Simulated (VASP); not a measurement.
# Si3N2 (P4mm) in VASP: notebook

Runs on Si3N2. Level: PBE. Tasks: single point, relaxation of cell and atoms.

Program: VASP 6.6.1. These are calculated values, not measurements. Logs are shortened: lines on timing, memory, paths and dates and some standing lists are left out, and cuts for length are marked.

### 1 The cell of the first run

It takes space group P4mm (No. 99, tetragonal). The conventional cell has a = 3.594 Å, b = 3.594 Å, c = 4.709 Å, α = 90.00°, β = 90.00°, γ = 90.00°. Si (site symmetry 2mm) has 1 N at 1.80 Å within 2.4 Å. Within 2.4 Å of Si (site symmetry 4mm) lie 4 N at 1.84 Å. N (site symmetry 2mm) has 3 Si at 1.80 to 1.84 Å within 2.4 Å.

### 2 Single point, PBE, collinear spin, ferromagnetic start

INCAR

```
PREC     = Accurate       # precision mode
ENCUT    = 520            # plane-wave cutoff, eV
EDIFF    = 1E-6           # SCF threshold, eV
ISMEAR   = 0              # smearing method
SIGMA    = 0.1            # smearing width, eV
LREAL    = False          # projectors in reciprocal space
LASPH    = True           # aspherical terms in the spheres
NELM     = 150            # most SCF steps
ALGO     = Normal         # electronic algorithm
ISIF     = 2              # what is computed and relaxed
LWAVE    = False          # write WAVECAR
LCHARG   = True           # write CHGCAR
ISPIN    = 2              # spin polarisation
MAGMOM   = 0 0 0 1 1      # initial moments
LORBIT   = 11             # projections on sites
GGA      = PE             # functional
LELF     = True           # ELF
LVHAR    = True         
NBANDS   = 23             # bands
```

KPOINTS

```
Automatic mesh
0
Gamma
  6 6 4
```

POSCAR

```
Si3N2
1.0
    3.5937834264      0.0000000000      0.0000000000
    0.0000000000      3.5937834264      0.0000000000
    0.0000000000      0.0000000000      4.7087761018
Si N
3 2
Direct
    0.5000000000      0.0000000000      0.1522014006
    0.0000000000      0.5000000000      0.1522014006
    0.5000000000      0.5000000000      0.6846176067
    0.5000000000      0.0000000000      0.7691435510
    0.0000000000      0.5000000000      0.7691435510
```

Potentials or basis: VASP PAW PBE potentials, release 64 (Si, N).

Command:

```
cat potpaw_PBE.64/Si/POTCAR potpaw_PBE.64/N/POTCAR > POTCAR
mpirun -np 1 vasp_std > vasp.out
```

OUTCAR:

```text
PREC = Accurate
   ENCUT = 520
   EDIFF = 1E-6
   ISMEAR = 0
   LREAL = False
   LASPH = True
   NELM = 150
   ISIF = 2
   ISPIN = 2
   LORBIT = 11
   GGA = PE

 ion  position               nearest neighbor table
   1  0.500  0.000  0.152-   4 1.80   2 2.54   2 2.54   2 2.54   2 2.54   3 2.84   3 2.84   3 3.08
                             3 3.08
   2  0.000  0.500  0.152-   5 1.80   1 2.54   1 2.54   1 2.54   1 2.54   3 2.84   3 2.84   3 3.08
                             3 3.08
   3  0.500  0.500  0.685-   4 1.84   5 1.84   4 1.84   5 1.84   1 2.84   1 2.84   2 2.84   2 2.84
                             1 3.08   1 3.08   2 3.08   2 3.08
   4  0.500  0.000  0.769-   1 1.80   3 1.84   3 1.84
   5  0.000  0.500  0.769-   2 1.80   3 1.84   3 1.84

  LATTYP: Found a simple tetragonal cell.
 ALAT       =     3.5937834264
 C/A-ratio  =     1.3102559456

  Lattice vectors:

 A1 = (   3.5937834264,   0.0000000000,   0.0000000000)
 A2 = (   0.0000000000,   3.5937834264,   0.0000000000)
 A3 = (   0.0000000000,   0.0000000000,   4.7087761018)

Analysis of symmetry for initial positions (statically):
=====================================================================
 Subroutine PRICEL returns:
 Original cell was already a primitive cell.

 Routine SETGRP: Setting up the symmetry group for a
 simple tetragonal supercell.

 Subroutine GETGRP returns: Found  8 space group operations
 (whereof  8 operations were pure point group operations)
 out of a pool of 16 trial point group operations.

The static configuration has the point symmetry C_4v.

Analysis of symmetry for dynamics (positions and initial velocities):
=====================================================================
 Subroutine PRICEL returns:
 Original cell was already a primitive cell.

 Routine SETGRP: Setting up the symmetry group for a
 simple tetragonal supercell.

 Subroutine GETGRP returns: Found  8 space group operations
 (whereof  8 operations were pure point group operations)
 out of a pool of 16 trial point group operations.

The dynamic configuration has the point symmetry C_4v.

Analysis of structural, dynamic, and magnetic symmetry:
=====================================================================
 Subroutine PRICEL returns:
 Original cell was already a primitive cell.

 Routine SETGRP: Setting up the symmetry group for a
 simple tetragonal supercell.

 Subroutine GETGRP returns: Found  8 space group operations
 (whereof  8 operations were pure point group operations)
 out of a pool of 16 trial point group operations.

The overall configuration has the point symmetry C_4v.

 Subroutine INISYM returns: Found  8 space group operations
 (whereof  8 operations are pure point group operations),
 and found     1 'primitive' translations

----------------------------------------------------------------------------------------

                                     Primitive cell

  volume of cell :      60.8152

  direct lattice vectors                    reciprocal lattice vectors
     3.593783426  0.000000000  0.000000000     0.278258281  0.000000000  0.000000000
     0.000000000  3.593783426  0.000000000     0.000000000  0.278258281  0.000000000
     0.000000000  0.000000000  4.708776102     0.000000000  0.000000000  0.212369409

  length of vectors
     3.593783426  3.593783426  4.708776102     0.278258281  0.278258281  0.212369409

  position of ions in fractional coordinates (direct lattice)
     0.500000000  0.000000000  0.152201401
     0.000000000  0.500000000  0.152201401
     0.500000000  0.500000000  0.684617607
     0.500000000  0.000000000  0.769143551
     0.000000000  0.500000000  0.769143551

  ion indices of the primitive-cell ions
   primitive index   ion index
[... 25 lines left out ...]
     0.000000000  0.000000000  0.000000000

 Subroutine IBZKPT returns following result:
 ===========================================

 Found     30 irreducible k-points:

 Following reciprocal coordinates:
            Coordinates               Weight
  0.000000  0.000000  0.000000      1.000000
  0.166667  0.000000  0.000000      4.000000
  0.333333  0.000000  0.000000      4.000000
  0.500000  0.000000  0.000000      2.000000
  0.166667  0.166667  0.000000      4.000000
  0.333333  0.166667  0.000000      8.000000
[... 16 lines left out ...]
  0.333333  0.000000  0.500000      4.000000
  0.500000  0.000000  0.500000      2.000000
 [... further k-points ...]
   k-points           NKPTS =     30   k-points in BZ     NKDIM =     30   number of bands    NBANDS=     23
   number of dos      NEDOS =    301   number of ions     NIONS =      5
   total plane-waves  NPLWV =  28224
   dimension x,y,z NGX =    28 NGY =   28 NGZ =   36
   dimension x,y,z NGXF=    56 NGYF=   56 NGZF=   72
   ions per type =               3   2
   NGX,Y,Z   is equivalent  to a cutoff of  12.95, 12.95, 12.71 a.u.
   NGXF,Y,Z  is equivalent  to a cutoff of  25.91, 25.91, 25.42 a.u.
 SYSTEM =  unknown system
[... 19 lines left out ...]
   PSTRESS=    0.0 pullay stress
   NELECT =      22.0000    total number of electrons
   NUPDOWN=      -1.0000    fix difference up-down
   EMIN   =  10.00;   EMAX   =-10.00  energy-range for DOS
   EFERMI =   0.00;   METHOD = LEGACY
   ISMEAR =     0;   SIGMA  =   0.10  broadening in eV -4-tet -1-fermi 0-gaus
   EFERMI_NEDOS =   21; number of points for ismear=-14 and -15
   IALGO  =     38    algorithm
   IMIX   =      4    mixing-type and parameters
     AMIX     =   0.40;   BMIX     =  1.00
     AMIX_MAG =   1.60;   BMIX_MAG =  1.00
  volume/ion in A,a.u.               =      12.16        82.08
  Fermi-wavevector in a.u.,A,eV,Ry     =   1.166483  2.204333 18.513213  1.360683
  Thomas-Fermi vector in A             =   2.302996
   LORBIT       =     11    0 simple, 1 ext, 2 COOP (PROOUT), +10 PAW based schemes
   GGA     = PE    functional components
   LHFCALC =     F    Hartree Fock is set to
   AEXX    =    0.0000 exact exchange contribution
   IVDW    =     0    specifies the selected vdW correction
   LEPSILON=     F    determine dielectric tensor
   LRPA    =     F    only Hartree local field effects (RPA)
 spin polarized calculation
 Gauss-broadening in eV      SIGMA  =   0.10
  energy-cutoff  :      520.00
  volume of cell :       60.82
 maximum number of plane-waves:      1674
 NGX is ok and might be reduce to    28
   NGX = 13   NGY = 13   NGZ = 17

 number of electron      22.0000001 magnetization      -0.0000333

 number of electron      22.0000001 magnetization       0.0000214

 Free energy of the ion-electron system (eV)
  ---------------------------------------------------
  ext. energy  EPLUGINS =         0.00000000
  ---------------------------------------------------
  free energy    TOTEN  =       -31.01372647 eV

  energy without entropy =      -31.00686194  energy(sigma->0) =      -31.01029420

 E-fermi :   8.0024     XC(G=0): -10.9146

 val. band max:        7.8190185193   @ k =   0.1667   0.1667   0.5000
 cond. band min:       8.0377402096   @ k =   0.5000   0.5000   0.2500
 fundamental gap:      0.2187216903
 Fermi energy:         8.0024381221

 spin component 1

 k-point     1 :       0.0000    0.0000    0.0000
  band No.  band energies     occupation
      1     -10.2611      1.00000
      2      -5.8170      1.00000
      3      -2.1991      1.00000
      4      -0.0792      1.00000
      5       0.6778      1.00000
      6       0.6778      1.00000
[... 613 lines left out ...]
     22      20.4977      0.00000
     23      20.5031      0.00000

 [... further k-points ...]

 spin component 2

 k-point     1 :       0.0000    0.0000    0.0000
  band No.  band energies     occupation
      1     -10.2611      1.00000
      2      -5.8170      1.00000
      3      -2.1991      1.00000
      4      -0.0792      1.00000
      5       0.6778      1.00000
      6       0.6778      1.00000
[... 613 lines left out ...]
     22      20.4847      0.00000
     23      20.4978      0.00000

 [... further k-points ...]

------------------------ aborting loop because EDIFF is reached ----------------------------------------

  FORCE on cell =-STRESS in cart. coord.  units (eV):
  Direction    XX          YY          ZZ          XY          YZ          ZX
  --------------------------------------------------------------------------------------
  -------------------------------------------------------------------------------------
  Total        0.0955615      0.0955615      0.0430528      0.0000000      0.0000000      0.0000000
  in kB        2.5175710      2.5175710      1.1342272      0.0000000      0.0000000      0.0000000
  external PRESSURE =       2.0564564 kB  Pullay stress =       0.0000000 kB

 VOLUME and BASIS-vectors are now :
 -----------------------------------------------------------------------------
  energy-cutoff  :      520.00
  volume of cell :       60.82
      direct lattice vectors                 reciprocal lattice vectors
     3.593783426  0.000000000  0.000000000     0.278258281  0.000000000  0.000000000
     0.000000000  3.593783426  0.000000000     0.000000000  0.278258281  0.000000000
     0.000000000  0.000000000  4.708776102     0.000000000  0.000000000  0.212369409

 POSITION                                       TOTAL-FORCE (eV/Angst)
 -----------------------------------------------------------------------------------
      1.79689      0.00000      0.71668        -0.000000      0.000000      0.018638
      0.00000      1.79689      0.71668        -0.000000      0.000000      0.018638
      1.79689      1.79689      3.22371        -0.000000     -0.000000     -0.011257
      1.79689      0.00000      3.62172        -0.000000      0.000000     -0.013009
      0.00000      1.79689      3.62172         0.000000      0.000000     -0.013009
 -----------------------------------------------------------------------------------
    total drift:                               -0.000000     -0.000000     -0.000101

  FREE ENERGIE OF THE ION-ELECTRON SYSTEM (eV)
  ---------------------------------------------------
  free  energy   TOTEN  =       -31.0137264746 eV

  energy  without entropy=      -31.0068619353  energy(sigma->0) =      -31.01029420

 total charge

# of ion       s       p       d       tot
------------------------------------------
    1        0.787   0.826   0.000   1.613
    2        0.787   0.826   0.000   1.613
    3        0.663   0.801   0.000   1.464
    4        1.268   2.510   0.000   3.779
    5        1.268   2.510   0.000   3.779
--------------------------------------------------
tot          4.774   7.473   0.000  12.247

 magnetization (x)

# of ion       s       p       d       tot
------------------------------------------
    1        0.000   0.000   0.000   0.000
    2        0.000   0.000   0.000   0.000
    3       -0.000  -0.000   0.000  -0.000
    4        0.000   0.000   0.000   0.000
    5        0.000   0.000   0.000   0.000
--------------------------------------------------
tot          0.000   0.000   0.000   0.000
```

It took 76 s on 1 thread of Intel Xeon 6975P-C, shared host; peak memory 0.22 GiB.

Results:

| Property | Result |
| --- | --- |
| Free energy | -31.0137 eV |
| Pressure | 0.2 GPa |
| Largest force | 0.019 eV/Å |
| Band gap on the k mesh | zero (filled and empty bands overlap) |
| Net moment | 0.00 μB per cell |
| Valence electrons inside the program's atomic spheres | Si 1.61, 1.46; N 3.78 |

Forces on the atoms (eV/Å):
```
Si   0.000  0.000  0.019
Si   0.000  0.000  0.019
Si   0.000  0.000 -0.011
N    0.000  0.000 -0.013
N    0.000  0.000 -0.013
```

### 3 Single point, PBE, collinear spin, ferromagnetic start

This run uses another cell than the first one, of 12.72 Å³/atom, 1.046 times its volume.

INCAR

```
ALGO     = Normal         # electronic algorithm
EDIFF    = 1E-7           # SCF threshold, eV
ENCUT    = 520            # plane-wave cutoff, eV
GGA      = PE             # functional
ISIF     = 2              # what is computed and relaxed
ISMEAR   = 0              # smearing method
ISPIN    = 2              # spin polarisation
LASPH    = True           # aspherical terms in the spheres
LCHARG   = False          # write CHGCAR
LORBIT   = 11             # projections on sites
LREAL    = False          # projectors in reciprocal space
LWAVE    = False          # write WAVECAR
MAGMOM   = 0 0 0 1 1      # initial moments
NBANDS   = 23             # bands
NELM     = 150            # most SCF steps
PREC     = Accurate       # precision mode
SIGMA    = 0.1            # smearing width, eV
```

KPOINTS

```
k-points
0
Gamma
  6 6 4
```

POSCAR

```
Si3N2
1.0
    3.0863701900      0.0000000000      0.0000000000
    0.0000000000      3.0863701900      0.0000000000
    0.0000000000      0.0000000000      6.6788576700
Si N
3 2
Direct
    0.5000000000      0.0000000000      0.2599174800
    0.0000000000      0.5000000000      0.2599174800
    0.5000000000      0.5000000000      0.3043287500
    0.5000000000      0.0000000000      0.8515719000
    0.0000000000      0.5000000000      0.8515719000
```

Potentials or basis: VASP PAW PBE potentials, release 64 (Si, N).

Command:

```
cat potpaw_PBE.64/Si/POTCAR potpaw_PBE.64/N/POTCAR > POTCAR
mpirun -np 1 vasp_std > vasp.out
```

Wall time 72 s (1 thread of Intel Xeon 6975P-C, shared host); peak memory 0.22 GiB.

The run converged. Its results:

```
Free energy                                           : 8.9277 eV
Pressure                                              : 161.5 GPa
Largest force                                         : 24.097 eV/Å
Net moment                                            : 0.29 μB per cell
Site moments                                          : Si +0.00, -0.00; N +0.10 μB
Valence electrons inside the program's atomic spheres : Si 2.47, 3.21; N 3.25
```

Forces in eV/Å, atoms in the order of the input:
```
Si    0.000   0.000 -12.690
Si    0.000   0.000 -12.690
Si    0.000   0.000  24.097
N     0.000   0.000   0.641
N     0.000   0.000   0.641
```

Stress tensor (GPa, compression positive):
```
239.40   0.00   0.00
  0.00 239.40   0.00
  0.00   0.00   5.61
```

Levels at points of the mesh, in eV from the Fermi level:
Spin up:
```csv
k point,band 7,band 8,band 9,band 10,band 11,band 12,band 13,band 14,band 15,band 16
"(0.00, 0.00, 0.00)",-2.61,-2.50,-2.50,-0.75,-0.72,0.86,2.05,2.36,3.33,3.33
"(0.50, 0.00, 0.00)",-3.87,-2.31,-0.89,-0.38,-0.07,-0.05,0.10,0.14,2.70,2.76
"(0.50, 0.50, 0.00)",-4.85,-4.74,-2.99,-2.22,-2.22,0.47,0.47,2.69,4.22,4.23
"(0.00, 0.00, 0.50)",-3.38,-2.51,-2.51,-0.83,-0.75,1.00,2.05,3.33,3.33,3.92
"(0.50, 0.00, 0.50)",-3.56,-2.31,-1.34,-0.95,-0.08,-0.06,0.13,0.14,2.73,2.73
"(0.50, 0.50, 0.50)",-4.94,-4.77,-2.83,-1.89,-1.89,-0.05,-0.05,2.86,4.22,4.23
```
Spin down:
| k point | band 7 | band 8 | band 9 | band 10 | band 11 | band 12 | band 13 | band 14 | band 15 | band 16 |
| --- | --- | --- | --- | --- | --- | --- | --- | --- | --- | --- |
| (0.00, 0.00, 0.00) | -2.37 | -2.37 | -2.35 | -0.72 | -0.71 | 1.21 | 2.05 | 2.38 | 3.50 | 3.50 |
| (0.50, 0.00, 0.00) | -3.81 | -2.30 | -0.60 | -0.11 | 0.07 | 0.09 | 0.26 | 0.30 | 2.73 | 2.77 |
| (0.50, 0.50, 0.00) | -4.74 | -4.63 | -2.99 | -2.10 | -2.10 | 0.70 | 0.70 | 2.69 | 4.40 | 4.40 |
| (0.00, 0.00, 0.50) | -3.15 | -2.38 | -2.38 | -0.79 | -0.74 | 1.35 | 2.05 | 3.50 | 3.50 | 4.00 |
| (0.50, 0.00, 0.50) | -3.51 | -2.30 | -1.06 | -0.68 | 0.07 | 0.08 | 0.29 | 0.30 | 2.74 | 2.76 |
| (0.50, 0.50, 0.50) | -4.84 | -4.66 | -2.82 | -1.77 | -1.77 | 0.17 | 0.17 | 2.87 | 4.40 | 4.40 |

Caveat: forces of over 1 eV/Å act on the atoms, so gaps and moduli don't describe the material at rest.

### 4 Relaxation of cell and atoms, PBE

INCAR

```
SYSTEM = Si3N2
PREC = Accurate
ENCUT = 600
EDIFF = 1E-6
ISMEAR = 0
SIGMA = 0.1
LREAL = .FALSE.
LASPH = .TRUE.
NELM = 80
ALGO = Normal
ISIF = 3
LWAVE = .FALSE.
LCHARG = .FALSE.
GGA = PE
IBRION = 2
NSW = 100
EDIFFG = -0.01
```

KPOINTS

```
regular mesh
0
G
  10 10 8
  0 0 0
```

POSCAR

```
Si3N2
1.0
    3.5937834264      0.0000000000      0.0000000000
    0.0000000000      3.5937834264      0.0000000000
    0.0000000000      0.0000000000      4.7087761018
Si N
3 2
Direct
    0.5000000000      0.0000000000      0.1522014006
    0.0000000000      0.5000000000      0.1522014006
    0.5000000000      0.5000000000      0.6846176067
    0.5000000000      0.0000000000      0.7691435510
    0.0000000000      0.5000000000      0.7691435510
```

Command:

```
cat potpaw_PBE.64/Si/POTCAR potpaw_PBE.64/N/POTCAR > POTCAR
mpirun -np 1 vasp_std > vasp.out
```

It took 5.4 min on 1 thread of Intel Xeon 6975P-C, shared host; peak memory 0.25 GiB.

The run converged. Its results:

- Free energy: -30.9755 eV
- Relaxed volume: 12.08 Å³/atom
- Relaxed cell: a = 3.594 Å, b = 3.594 Å, c = 4.676 Å, α = 90.00°, β = 90.00°, γ = 90.00°
- Space group after relaxing (to 0.05 Å): P4mm (No. 99)
- Energy gained by relaxing: 0.4 meV/atom
- Ionic steps: 8
- Pressure after relaxing: 0.0 GPa
- Band gap on the k mesh: zero (band 11 reaches 9.33 eV, above the bottom of band 12 at 6.07 eV)

Forces in eV/Å, atoms in the order of the input:
```
Si   0.000  0.000 -0.001
Si   0.000  0.000 -0.001
Si   0.000  0.000 -0.002
N    0.000  0.000  0.002
N    0.000  0.000  0.002
```

Step by step:
| step | energy change (eV) | largest force (eV/Å) | pressure (GPa) | volume (Å³) |
| --- | --- | --- | --- | --- |
| 1 | 0.0000 | 0.1219 | 0.36 | 60.82 |
| 2 | -0.0001 | 0.0691 | -0.73 | 61.06 |
| 3 | -0.0008 | 0.0374 | -0.21 | 60.94 |
| 4 | -0.0011 | 0.0367 | -0.07 | 60.83 |
| 5 | -0.0012 | 0.0367 | 0.17 | 60.65 |
| 6 | -0.0014 | 0.0332 | 0.15 | 60.62 |
| 7 | -0.0017 | 0.0227 | 0.09 | 60.55 |
| 8 | -0.0021 | 0.0022 | -0.04 | 60.40 |

Final structure:
```xyz
5
Lattice="3.5938 0.0000 0.0000 0.0000 3.5938 0.0000 0.0000 0.0000 4.6764" Properties=species:S:1:pos:R:3 pbc="T T T"
Si    1.7969    0.0000    0.7266
Si    0.0000    1.7969    0.7266
Si    1.7969    1.7969    3.1808
N     1.7969    0.0000    3.5924
N     0.0000    1.7969    3.5924
```

Levels at points of the mesh, in eV from the Fermi level:
| k point | band 9 | band 10 | band 11 | band 12 | band 13 | band 14 |
| --- | --- | --- | --- | --- | --- | --- |
| (0.00, 0.00, 0.00) | -1.15 | -0.41 | 0.17 | 0.17 | 1.06 | 2.94 |
| (0.50, 0.00, 0.00) | -2.72 | -2.11 | 1.35 | 1.65 | 2.39 | 3.37 |
| (0.50, 0.50, 0.00) | -4.24 | -2.45 | -2.00 | -1.91 | 1.17 | 4.47 |
| (0.00, 0.00, 0.50) | -1.64 | -1.41 | -0.31 | -0.31 | 0.65 | 2.72 |
| (0.50, 0.00, 0.50) | -2.53 | -1.91 | 0.68 | 0.89 | 1.68 | 2.21 |
| (0.50, 0.50, 0.50) | -1.99 | -1.34 | -1.34 | 1.18 | 2.56 | 4.13 |

### 5 Overview

```csv
task,spin,cell,k mesh,cutoff (eV),gap on the mesh (eV),pressure (GPa),moment (μB),largest force (eV/Å)
single point,"collinear, ferromagnetic start","a = 3.594, b = 3.594, c = 4.709 Å, 5 atoms",6 × 6 × 4,520,none,0.2,0.00,0.02
single point,"collinear, ferromagnetic start","a = 3.086, b = 3.086, c = 6.679 Å, 5 atoms",6 × 6 × 4,520,none,161.5,0.29,24.10
relaxation of cell and atoms,off,"relaxed from a = 3.594, b = 3.594, c = 4.709 Å, 5 atoms",10 × 10 × 8,600,none,0.0,-,-
```

Alike in all rows: level PBE; potentials or basis VASP PAW PBE potentials, release 64 (Si, N); smearing gaussian 0.1 eV.

Caveats: forces of over 1 eV/Å act on the atoms, so gaps and moduli don't describe the material at rest (some runs).

Total energies depend on the potentials used, so only differences within one code and one set of settings carry meaning.
